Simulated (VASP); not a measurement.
An input for VASP 6.6.1 (C):

Contents of INCAR:

```
PREC = Accurate
ENCUT = 600
EDIFF = 1E-7
ISMEAR = 0
SIGMA = 0.1
LREAL = F
LASPH = T
NELM = 100
ALGO = Normal
ISIF = 3
LWAVE = F
LCHARG = F
GGA = PS
IBRION = 2
NSW = 70
EDIFFG = -0.005
```

File KPOINTS:

```
regular mesh
0
Gamma
  21 21 6
```

POSCAR

```
C
1.0
    1.2327476414     -2.1341560293      0.0000000000
    1.2327476414      2.1341560293      0.0000000000
    0.0000000000      0.0000000000      6.8033352545
C
4
Direct
    0.0833104424      0.9166895576      0.7499981988
    0.5833104424      0.4166895576      0.2500018012
    0.9166895576      0.0833104424      0.2500018012
    0.4166895576      0.5833104424      0.7499981988
```

Potentials or basis: VASP PAW PBE potentials, release 64 (C).

Launch:

```bash
$ cat potpaw_PBE.64/C/POTCAR > POTCAR
$ mpirun -np 1 vasp_std > vasp.out
```

Task: Does this run start?

Result: The run stopped without a result. It printed:

OUTCAR:

```text
PREC = Accurate
   ENCUT = 600
   EDIFF = 1E-7
   ISMEAR = 0
   LREAL = F
   LASPH = T
   NELM = 100
   ISIF = 3
   GGA = PS
   IBRION = 2
[... 41 lines left out ...]
|     E        R     R  R     R  O     O  R     R     ###     ###     ###     |
|     E        R     R  R     R  O     O  R     R     ###     ###     ###     |
|     EEEEE    RRRRRR   RRRRRR   O     O  RRRRRR       #       #       #      |
|     E        R   R    R   R    O     O  R   R                               |
|     E        R    R   R    R   O     O  R    R      ###     ###     ###     |
|     EEEEEEE  R     R  R     R  OOOOOOO  R     R     ###     ###     ###     |
|                                                                             |
|     PRICELV: current lattice and primitive lattice are incommensurate       |
|     within SYMPREC.                                                         |
|                                                                             |
|       ---->  I REFUSE TO CONTINUE WITH THIS SICK JOB ... BYE!!! <----       |
|                                                                             |
 -----------------------------------------------------------------------------
```

On the terminal:

```text
POSCAR found type information on POSCAR C
 POSCAR found :  1 types and       4 ions
[... 26 lines left out ...]

1
```
